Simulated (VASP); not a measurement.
# MnSi (P2_13) in VASP: further runs

MnSi is run at these levels: PBE+D4; tasks: single point.

All numbers are computed with VASP 6.6.1; they aren't measurements. Logs are shortened: lines on timing, memory, paths and dates and some standing lists are left out, and cuts for length are marked.

## (1) The cell of the first run

It takes space group P2_13 (No. 198, cubic). Conventional cell: a = 4.423 Å, b = 4.423 Å, c = 4.423 Å, α = 90.00°, β = 90.00°, γ = 90.00°. Within 3.0 Å of Mn (site symmetry 3) lie 7 Si at 2.24 to 2.46 Å and 6 Mn at 2.71 Å. Si (site symmetry 3) has 7 Mn at 2.24 to 2.46 Å and 6 Si at 2.73 Å within 3.0 Å.

## (2) Single point, PBE+D4, collinear spin, ferromagnetic start

The input, INCAR:

```
ALGO = Normal
EDIFF = 1E-6
ENCUT = 520
GGA = PE
ISIF = 2
ISMEAR = -1
ISPIN = 2
IVDW = 13
LASPH = T
LCHARG = F
LMAXMIX = 4
LORBIT = 11
LREAL = F
LWAVE = F
MAGMOM = 2.8 2.8 2.8 2.8 0 0 0 0
NBANDS = 48
NELM = 150
PREC = Accurate
SIGMA = 0.1
```

The input, KPOINTS:

```
k-points
0
Gamma
  6 6 6
```

The input, POSCAR:

```
MnSi
1.0
    4.4233339816      0.0000000000      0.0000000000
    0.0000000000      4.4233339816      0.0000000000
    0.0000000000      0.0000000000      4.4233339816
Mn Si
4 4
Direct
    0.1380000000      0.1380000000      0.1380000000
    0.3620000000      0.8620000000      0.6380000000
    0.6380000000      0.3620000000      0.8620000000
    0.8620000000      0.6380000000      0.3620000000
    0.8460000000      0.8460000000      0.8460000000
    0.6540000000      0.1540000000      0.3460000000
    0.3460000000      0.6540000000      0.1540000000
    0.1540000000      0.3460000000      0.6540000000
```

Potentials or basis: VASP PAW PBE potentials, release 64 (Mn_pv, Si).

Command:

```bash
> cat potpaw_PBE.64/Mn_pv/POTCAR potpaw_PBE.64/Si/POTCAR > POTCAR
> mpirun -np 1 vasp_std > vasp.out
```

OUTCAR:

```text
EDIFF = 1E-6
   ENCUT = 520
   GGA = PE
   ISIF = 2
   ISMEAR = -1
   ISPIN = 2
   IVDW = 13
   LASPH = T
   LORBIT = 11
   LREAL = F
   NELM = 150
   PREC = Accurate

 ion  position               nearest neighbor table
   1  0.138  0.138  0.138-   5 2.24   6 2.33   7 2.33   8 2.33   7 2.46   8 2.46   6 2.46   3 2.71
                             3 2.71   4 2.71   2 2.71   4 2.71   2 2.71
   2  0.362  0.862  0.638-   6 2.24   5 2.33   7 2.33   8 2.33   7 2.46   8 2.46   5 2.46   4 2.71
                             4 2.71   3 2.71   3 2.71   1 2.71   1 2.71
   3  0.638  0.362  0.862-   7 2.24   6 2.33   5 2.33   8 2.33   8 2.46   6 2.46   5 2.46   1 2.71
                             1 2.71   2 2.71   2 2.71   4 2.71   4 2.71
   4  0.862  0.638  0.362-   8 2.24   6 2.33   7 2.33   5 2.33   6 2.46   5 2.46   7 2.46   2 2.71
                             2 2.71   1 2.71   1 2.71   3 2.71   3 2.71
   5  0.846  0.846  0.846-   1 2.24   2 2.33   3 2.33   4 2.33   3 2.46   4 2.46   2 2.46   6 2.73
                             7 2.73   8 2.73   6 2.73   8 2.73   7 2.73
   6  0.654  0.154  0.346-   2 2.24   1 2.33   3 2.33   4 2.33   3 2.46   4 2.46   1 2.46   8 2.73
                             5 2.73   5 2.73   7 2.73   7 2.73   8 2.73
   7  0.346  0.654  0.154-   3 2.24   2 2.33   1 2.33   4 2.33   4 2.46   2 2.46   1 2.46   8 2.73
                             5 2.73   8 2.73   6 2.73   6 2.73   5 2.73
   8  0.154  0.346  0.654-   4 2.24   2 2.33   3 2.33   1 2.33   2 2.46   1 2.46   3 2.46   7 2.73
                             5 2.73   7 2.73   5 2.73   6 2.73   6 2.73

  LATTYP: Found a simple cubic cell.
 ALAT       =     4.4233339816

  Lattice vectors:

 A1 = (   4.4233339816,   0.0000000000,   0.0000000000)
 A2 = (   0.0000000000,   4.4233339816,   0.0000000000)
 A3 = (   0.0000000000,   0.0000000000,   4.4233339816)

Analysis of symmetry for initial positions (statically):
=====================================================================
 Subroutine PRICEL returns:
 Original cell was already a primitive cell.

 Routine SETGRP: Setting up the symmetry group for a
 simple cubic supercell.

 Subroutine GETGRP returns: Found 12 space group operations
 (whereof  3 operations were pure point group operations)
 out of a pool of 48 trial point group operations.

The static configuration has the point symmetry C_3 .
 The point group associated with its full space group is T   .

Analysis of symmetry for dynamics (positions and initial velocities):
=====================================================================
 Subroutine PRICEL returns:
 Original cell was already a primitive cell.

 Routine SETGRP: Setting up the symmetry group for a
 simple cubic supercell.

 Subroutine GETGRP returns: Found 12 space group operations
 (whereof  3 operations were pure point group operations)
 out of a pool of 48 trial point group operations.

The dynamic configuration has the point symmetry C_3 .
 The point group associated with its full space group is T   .

Analysis of structural, dynamic, and magnetic symmetry:
=====================================================================
 Subroutine PRICEL returns:
 Original cell was already a primitive cell.

 Routine SETGRP: Setting up the symmetry group for a
 simple cubic supercell.

 Subroutine GETGRP returns: Found 12 space group operations
 (whereof  3 operations were pure point group operations)
 out of a pool of 48 trial point group operations.

The overall configuration has the point symmetry C_3 .
 The point group associated with its full space group is T   .

 Subroutine INISYM returns: Found 12 space group operations
 (whereof  3 operations are pure point group operations),
 and found     1 'primitive' translations

----------------------------------------------------------------------------------------

                                     Primitive cell

  volume of cell :      86.5464

  direct lattice vectors                    reciprocal lattice vectors
     4.423333982  0.000000000  0.000000000     0.226073818  0.000000000  0.000000000
     0.000000000  4.423333982  0.000000000     0.000000000  0.226073818  0.000000000
     0.000000000  0.000000000  4.423333982     0.000000000  0.000000000  0.226073818

  length of vectors
     4.423333982  4.423333982  4.423333982     0.226073818  0.226073818  0.226073818

  position of ions in fractional coordinates (direct lattice)
     0.138000000  0.138000000  0.138000000
     0.362000000  0.862000000  0.638000000
     0.638000000  0.362000000  0.862000000
     0.862000000  0.638000000  0.362000000
     0.846000000  0.846000000  0.846000000
     0.654000000  0.154000000  0.346000000
[... 79 lines left out ...]
   LNONCOLLINEAR =      F non collinear calculations
   LSORBIT =      F    spin-orbit coupling
   LASPH  =      T    aspherical Exc in radial PAW
   ENCUT  =  520.0 eV  38.22 Ry    6.18 a.u.   8.22  8.22  8.22*2*pi/ulx,y,z
   NELM   =    150;   NELMIN=  2; NELMDL= -5     # of ELM steps
   EDIFF  = 0.1E-05   stopping-criterion for ELM
   LREAL  =      F    real-space projection
   EDIFFG = 0.1E-04   stopping-criterion for IOM
   NSW    =      0    number of steps for IOM
   IBRION =     -1    ionic relax: 0-MD 1-quasi-New 2-CG
   NFREE  =      0    steps in history (QN), initial steepest desc. (CG)
   ISIF   =      2    stress and relaxation
   ISYM   =      2    0-nonsym 1-usesym 2-fastsym
   POTIM  = 0.5000    time-step for ionic-motion
   TEBEG  =    0.0;   TEEND  =   0.0 temperature during run
   PSTRESS=    0.0 pullay stress
   NELECT =      68.0000    total number of electrons
   NUPDOWN=      -1.0000    fix difference up-down
   EMIN   =  10.00;   EMAX   =-10.00  energy-range for DOS
   EFERMI =   0.00;   METHOD = LEGACY
   ISMEAR =    -1;   SIGMA  =   0.10  broadening in eV -4-tet -1-fermi 0-gaus
   EFERMI_NEDOS =   21; number of points for ismear=-14 and -15
   IALGO  =     38    algorithm
   IMIX   =      4    mixing-type and parameters
     AMIX     =   0.40;   BMIX     =  1.00
     AMIX_MAG =   1.60;   BMIX_MAG =  1.00
  volume/ion in A,a.u.               =      10.82        73.01
  Fermi-wavevector in a.u.,A,eV,Ry     =   1.510641  2.854698 31.049007  2.282038
  Thomas-Fermi vector in A             =   2.620804
   LORBIT       =     11    0 simple, 1 ext, 2 COOP (PROOUT), +10 PAW based schemes
   GGA     = PE    functional components
   LHFCALC =     F    Hartree Fock is set to
   AEXX    =    0.0000 exact exchange contribution
   IVDW    =    13    specifies the selected vdW correction
   LEPSILON=     F    determine dielectric tensor
   LRPA    =     F    only Hartree local field effects (RPA)
 spin polarized calculation
  energy-cutoff  :      520.00
  volume of cell :       86.55
 maximum number of plane-waves:      2360
 NGX is ok and might be reduce to    36
   NGX = 17   NGY = 17   NGZ = 17

 number of electron      68.0000000 magnetization      11.2000000

 number of electron      67.9999972 magnetization       3.2216841

 Free energy of the ion-electron system (eV)
  ---------------------------------------------------
  ext. energy  EPLUGINS =         0.00000000
  ---------------------------------------------------
  free energy    TOTEN  =       -61.26961463 eV

  energy without entropy =      -61.07738190  energy(sigma->0) =      -61.17349826

 E-fermi :  12.0038     XC(G=0): -13.1480

 val. band max:       11.9800851116   @ k =   0.3333   0.1667   0.1667
 cond. band min:      12.0533944584   @ k =   0.5000   0.3333   0.3333
 fundamental gap:      0.0733093468
 Fermi energy:        12.0038105373

 spin component 1

 k-point     1 :       0.0000    0.0000    0.0000
  band No.  band energies     occupation
      1     -36.2763      1.00000
      2     -36.2763      1.00000
      3     -36.2763      1.00000
      4     -36.1895      1.00000
      5     -36.1895      1.00000
      6     -36.1895      1.00000
[... 1165 lines left out ...]
     45      18.3890      0.00000
     46      18.3890      0.00000
 Fermi energy:        12.0038105373

 spin component 2

 k-point     1 :       0.0000    0.0000    0.0000
  band No.  band energies     occupation
      1     -35.4609      1.00000
      2     -35.4609      1.00000
      3     -35.4609      1.00000
      4     -35.3500      1.00000
      5     -35.2791      1.00000
      6     -35.2791      1.00000
[... 1165 lines left out ...]
     45      18.6289      0.00000
     46      18.6289      0.00000
 [bands above 46 left out]

------------------------ aborting loop because EDIFF is reached ----------------------------------------

  DFT-D4 for vdW energy calculation

  Edisp (eV):   -3.94514

  FORCE on cell =-STRESS in cart. coord.  units (eV):
  Direction    XX          YY          ZZ          XY          YZ          ZX
  --------------------------------------------------------------------------------------
  -------------------------------------------------------------------------------------
  Total       4.15269     4.15269     4.15269     0.00000     0.00000     0.00000
  in kB      76.87595    76.87595    76.87595     0.00000     0.00000     0.00000
  external pressure =       76.88 kB  Pullay stress =        0.00 kB

 VOLUME and BASIS-vectors are now :
 -----------------------------------------------------------------------------
  energy-cutoff  :      520.00
  volume of cell :       86.55
      direct lattice vectors                 reciprocal lattice vectors
     4.423333982  0.000000000  0.000000000     0.226073818  0.000000000  0.000000000
     0.000000000  4.423333982  0.000000000     0.000000000  0.226073818  0.000000000
     0.000000000  0.000000000  4.423333982     0.000000000  0.000000000  0.226073818

 POSITION                                       TOTAL-FORCE (eV/Angst)
 -----------------------------------------------------------------------------------
      0.61042      0.61042      0.61042         0.033163      0.033163      0.033163
      1.60125      3.81291      2.82209        -0.033163     -0.033163      0.033163
      2.82209      1.60125      3.81291         0.033163     -0.033163     -0.033163
      3.81291      2.82209      1.60125        -0.033163      0.033163     -0.033163
      3.74214      3.74214      3.74214        -0.016967     -0.016967     -0.016967
      2.89286      0.68119      1.53047         0.016967      0.016967     -0.016967
      1.53047      2.89286      0.68119        -0.016967      0.016967      0.016967
      0.68119      1.53047      2.89286         0.016967     -0.016967      0.016967
 -----------------------------------------------------------------------------------
    total drift:                               -0.000001     -0.000000      0.000000

  FREE ENERGIE OF THE ION-ELECTRON SYSTEM (eV)
  ---------------------------------------------------
  free  energy   TOTEN  =       -65.2147586044 eV

  energy  without entropy=      -65.0225258784  energy(sigma->0) =      -65.11864224

 total charge

# of ion       s       p       d       tot
------------------------------------------
    1        0.356   6.431   5.360  12.147
    2        0.356   6.431   5.360  12.147
    3        0.356   6.431   5.360  12.147
    4        0.356   6.431   5.360  12.147
    5        0.746   0.947   0.000   1.693
    6        0.746   0.947   0.000   1.693
    7        0.746   0.947   0.000   1.693
    8        0.746   0.947   0.000   1.693
--------------------------------------------------
tot          4.406  29.513  21.439  55.358

 magnetization (x)

# of ion       s       p       d       tot
------------------------------------------
    1        0.001   0.006   0.841   0.847
    2        0.001   0.006   0.841   0.847
    3        0.001   0.006   0.841   0.847
    4        0.001   0.006   0.841   0.847
    5       -0.010  -0.027   0.000  -0.037
    6       -0.010  -0.027   0.000  -0.037
    7       -0.010  -0.027   0.000  -0.037
    8       -0.010  -0.027   0.000  -0.037
--------------------------------------------------
tot         -0.038  -0.085   3.364   3.240
```

Run time: 1.8 min. Hardware: 1 thread of Intel Xeon Platinum 8488C (Sapphire Rapids), shared host; peak memory 0.31 GiB.

What came out:

```
Free energy                                           : -65.2148 eV
Pressure                                              : 7.7 GPa
Largest force                                         : 0.057 eV/Å
Net moment                                            : 3.22 μB per cell
Site moments                                          : Mn +0.85; Si -0.04 μB
Valence electrons inside the program's atomic spheres : Mn 12.15; Si 1.69
Dispersion energy per atom                            : -0.493 eV
```

Forces in eV/Å, atoms in the order of the input:
```
Mn   0.033  0.033  0.033
Mn  -0.033 -0.033  0.033
Mn   0.033 -0.033 -0.033
Mn  -0.033  0.033 -0.033
Si  -0.017 -0.017 -0.017
Si   0.017  0.017 -0.017
Si  -0.017  0.017  0.017
Si   0.017 -0.017  0.017
```

Levels at points of the mesh, in eV from the Fermi level:
Spin up:
| k point | band 34 | band 35 | band 36 | band 37 | band 38 | band 39 |
| --- | --- | --- | --- | --- | --- | --- |
| (0.00, 0.00, 0.00) | -0.23 | -0.13 | -0.13 | 1.01 | 1.01 | 1.01 |
| (0.50, 0.00, 0.00) | -0.48 | 0.05 | 0.05 | 0.47 | 0.47 | 2.10 |
| (0.50, 0.50, 0.00) | -0.98 | -0.44 | -0.44 | 0.96 | 0.96 | 1.58 |
| (0.50, 0.50, 0.50) | -0.60 | -0.60 | -0.60 | 0.80 | 0.80 | 0.80 |
Spin down:
| k point | band 28 | band 29 | band 30 | band 31 | band 32 | band 33 | band 34 | band 35 | band 36 | band 37 |
| --- | --- | --- | --- | --- | --- | --- | --- | --- | --- | --- |
| (0.00, 0.00, 0.00) | -2.08 | -1.55 | -1.55 | -1.55 | 0.61 | 0.61 | 0.61 | 0.93 | 0.93 | 1.64 |
| (0.50, 0.00, 0.00) | -2.03 | -1.34 | -1.34 | -0.55 | -0.55 | 0.51 | 0.51 | 0.89 | 0.89 | 1.06 |
| (0.50, 0.50, 0.00) | -1.14 | -0.74 | -0.74 | -0.64 | -0.64 | -0.36 | -0.36 | 0.53 | 0.53 | 1.52 |
| (0.50, 0.50, 0.50) | -2.10 | -0.03 | -0.03 | -0.03 | -0.03 | 0.15 | 0.15 | 0.15 | 0.15 | 1.33 |

Caveat: the cell stands under pressure.

## (3) Single point, PBE+D4, collinear spin, ferromagnetic start

This run uses another cell than the first one, of 11.13 Å³/atom.

The input, INCAR:

```
SYSTEM = MnSi
ALGO = Normal
EDIFF = 1E-7
ENCUT = 520
GGA = PE
ISIF = 2
ISMEAR = -1
ISPIN = 2
IVDW = 13
LASPH = .True.
LCHARG = .False.
LMAXMIX = 4
LORBIT = 11
LREAL = .False.
LWAVE = .False.
MAGMOM = 2.8 2.8 2.8 2.8 0 0 0 0
NBANDS = 48
NELM = 150
PREC = Accurate
SIGMA = 0.1
```

The input, KPOINTS:

```
k-points
0
Gamma
  6 6 6
  0 0 0
```

POSCAR, as its differences from that of step 2:

```diff
@@ -2,5 +2,5 @@
 1.0
-    4.4233339816      0.0000000000      0.0000000000
-    0.0000000000      4.4233339816      0.0000000000
-    0.0000000000      0.0000000000      4.4233339816
+    4.4656651086      0.0000000000      0.0000000000
+    0.0000000000      4.4656651086      0.0000000000
+    0.0000000000      0.0000000000      4.4656651086
 Mn Si
```

Potentials or basis: VASP PAW PBE potentials, release 64 (Mn_pv, Si).

Command:

```bash
> cat potpaw_PBE.64/Mn_pv/POTCAR potpaw_PBE.64/Si/POTCAR > POTCAR
> mpirun -np 1 vasp_std > vasp.out
```

OUTCAR:

```text
SYSTEM = MnSi
   EDIFF = 1E-7
   ENCUT = 520
   GGA = PE
   ISIF = 2
   ISMEAR = -1
   ISPIN = 2
   IVDW = 13
   LASPH = .True.
   LORBIT = 11
   LREAL = .False.
   NELM = 150
   PREC = Accurate

 ion  position               nearest neighbor table
   1  0.138  0.138  0.138-   5 2.26   6 2.35   7 2.35   8 2.35   7 2.49   8 2.49   6 2.49   3 2.74
                             4 2.74   2 2.74   2 2.74   4 2.74   3 2.74
   2  0.362  0.862  0.638-   6 2.26   5 2.35   7 2.35   8 2.35   7 2.49   8 2.49   5 2.49   1 2.74
                             1 2.74   3 2.74   3 2.74   4 2.74   4 2.74
   3  0.638  0.362  0.862-   7 2.26   6 2.35   5 2.35   8 2.35   8 2.49   6 2.49   5 2.49   1 2.74
                             4 2.74   2 2.74   2 2.74   4 2.74   1 2.74
   4  0.862  0.638  0.362-   8 2.26   6 2.35   7 2.35   5 2.35   6 2.49   5 2.49   7 2.49   1 2.74
                             3 2.74   2 2.74   1 2.74   2 2.74   3 2.74
[... 2619 lines left out ...]
      0.68771      1.54512      2.92054         0.032929     -0.032929      0.032929
 -----------------------------------------------------------------------------------
    total drift:                               -0.000001     -0.000000      0.000000

  FREE ENERGIE OF THE ION-ELECTRON SYSTEM (eV)
  ---------------------------------------------------
  free  energy   TOTEN  =       -65.2803279135 eV

  energy  without entropy=      -65.0919050755  energy(sigma->0) =      -65.18611649

 total charge

# of ion       s       p       d       tot
------------------------------------------
    1        0.345   6.410   5.327  12.083
    2        0.345   6.410   5.327  12.083
    3        0.345   6.410   5.327  12.083
    4        0.345   6.410   5.327  12.083
    5        0.744   0.928   0.000   1.672
    6        0.744   0.928   0.000   1.672
    7        0.744   0.928   0.000   1.672
    8        0.744   0.928   0.000   1.672
--------------------------------------------------
tot          4.358  29.352  21.308  55.017

 magnetization (x)

# of ion       s       p       d       tot
------------------------------------------
    1        0.001   0.006   0.912   0.918
    2        0.001   0.006   0.912   0.918
    3        0.001   0.006   0.912   0.918
    4        0.001   0.006   0.912   0.918
    5       -0.011  -0.030   0.000  -0.041
    6       -0.011  -0.030   0.000  -0.041
    7       -0.011  -0.030   0.000  -0.041
    8       -0.011  -0.030   0.000  -0.041
--------------------------------------------------
tot         -0.042  -0.098   3.648   3.507
```

OSZICAR:

```text
N       E                     dE             d eps       ncg     rms          rms(c)
DAV:   1     0.803738920152E+03    0.80374E+03   -0.35570E+04  4608   0.170E+03
DAV:   2    -0.802825268238E+01   -0.81177E+03   -0.77063E+03  4616   0.508E+02
DAV:   3    -0.666087688262E+02   -0.58581E+02   -0.56370E+02  5072   0.146E+02
DAV:   4    -0.681936314692E+02   -0.15849E+01   -0.15733E+01  5520   0.237E+01
DAV:   5    -0.682238023694E+02   -0.30171E-01   -0.30163E-01  5160   0.354E+00    0.395E+01
DAV:   6    -0.687989338652E+02   -0.57513E+00   -0.10731E+02  5192   0.803E+01    0.277E+01
DAV:   7    -0.616819507249E+02    0.71170E+01   -0.45277E+01  4992   0.522E+01    0.931E+00
DAV:   8    -0.614948985403E+02    0.18705E+00   -0.21972E+00  5224   0.779E+00    0.283E+00
DAV:   9    -0.614434239746E+02    0.51475E-01   -0.18497E-01  5376   0.307E+00    0.124E+00
DAV:  10    -0.614408427649E+02    0.25812E-02   -0.99577E-03  5208   0.690E-01    0.618E-01
DAV:  11    -0.614397298044E+02    0.11130E-02   -0.31003E-03  5256   0.246E-01    0.167E-01
DAV:  12    -0.614397271951E+02    0.26093E-05   -0.33754E-04  5312   0.122E-01    0.779E-02
DAV:  13    -0.614397433691E+02   -0.16174E-04   -0.39081E-05  5168   0.493E-02    0.273E-02
DAV:  14    -0.614397451796E+02   -0.18105E-05   -0.39030E-06  5360   0.155E-02    0.116E-02
DAV:  15    -0.614397434745E+02    0.17050E-05   -0.13912E-06  5064   0.891E-03    0.356E-03
DAV:  16    -0.614397428670E+02    0.60759E-06   -0.33945E-07  4272   0.425E-03    0.112E-03
DAV:  17    -0.614397428641E+02    0.28231E-08   -0.22383E-08  2592   0.115E-03
   1 F= -.65280328E+02 E0= -.65186116E+02  d E =-.188423E+00  mag=     3.4776
```

stdout:

```text
POSCAR found type information on POSCAR MnSi
 POSCAR found :  2 types and       8 ions
 scaLAPACK will be used
 LDA part: xc-table for (Slater+PW92), standard interpolation
 POSCAR, INCAR and KPOINTS ok, starting setup
 FFT: planning ... GRIDC
 FFT: planning ... GRID_SOFT
 FFT: planning ... GRID
 WAVECAR not read
 entering main loop
```

It took 2 min on 1 thread of Intel Xeon Platinum 8488C (Sapphire Rapids), shared host; peak memory 0.31 GiB.

Results:

```yaml
Free_energy: -65.2803 eV
Pressure: 0.8 GPa
Largest_force: 0.057 eV/Å
Net_moment: 3.48 μB per cell
Site_moments: Mn +0.92; Si -0.04 μB
Valence_electrons_inside_the_program's_atomic_spheres: Mn 12.08; Si 1.67
Dispersion_energy_per_atom: -0.480 eV
```

Forces on the atoms (eV/Å):
```
Mn  -0.028 -0.028 -0.028
Mn   0.028  0.028 -0.028
Mn  -0.028  0.028  0.028
Mn   0.028 -0.028  0.028
Si  -0.033 -0.033 -0.033
Si   0.033  0.033 -0.033
Si  -0.033  0.033  0.033
Si   0.033 -0.033  0.033
```
